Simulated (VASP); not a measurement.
A run of VASP 6.6.1:

File INCAR:

```
SYSTEM = ZnS
ALGO     = Normal         ! electronic algorithm
EDIFF    = 1E-8           ! SCF threshold, eV
ENCUT    = 520            ! plane-wave cutoff, eV
GGA      = PE             ! functional
IBRION   = 8              ! ionic algorithm
ISIF     = 2              ! what is computed and relaxed
ISMEAR   = 0              ! smearing method
LASPH    = .TRUE.         ! aspherical terms in the spheres
LCHARG   = .FALSE.        ! write CHGCAR
LEPSILON = .TRUE.         ! dielectric tensor by DFPT
LREAL    = .FALSE.        ! projectors in reciprocal space
LWAVE    = .FALSE.        ! write WAVECAR
NELM     = 100            ! most SCF steps
NSW      = 1              ! ionic steps
PREC     = Accurate       ! precision mode
SIGMA    = 0.01           ! smearing width, eV
```

The input KPOINTS:

```
k-points
0
G
  12 12 6
  0 0 0
```

Contents of POSCAR:

```
ZnS
1.0
    3.7929593505      0.0000000000      0.0000000000
   -1.8964796753      3.2847991531      0.0000000000
    0.0000000000      0.0000000000      6.2276474148
Zn S
2 2
Direct
    0.3333333333      0.6666666667      0.0054712950
    0.6666666667      0.3333333333      0.5054712950
    0.3333333333      0.6666666667      0.3795287050
    0.6666666667      0.3333333333      0.8795287050
```

Potentials or basis: VASP PAW PBE potentials, release 64 (Zn, S).

Launch:

```bash
$ cat potpaw_PBE.64/Zn/POTCAR potpaw_PBE.64/S/POTCAR > POTCAR
$ mpirun -np 1 vasp_std > vasp.out
```

Hardware: 1 thread of Oxide Virtual Turin-like Processor, with other jobs on the host.

How long does it take, and how much memory?

Run time: 89 min on 1 thread of Oxide Virtual Turin-like Processor (shared host), peak memory 1.4 GiB. Counts: scf iterations 198, k points 76.
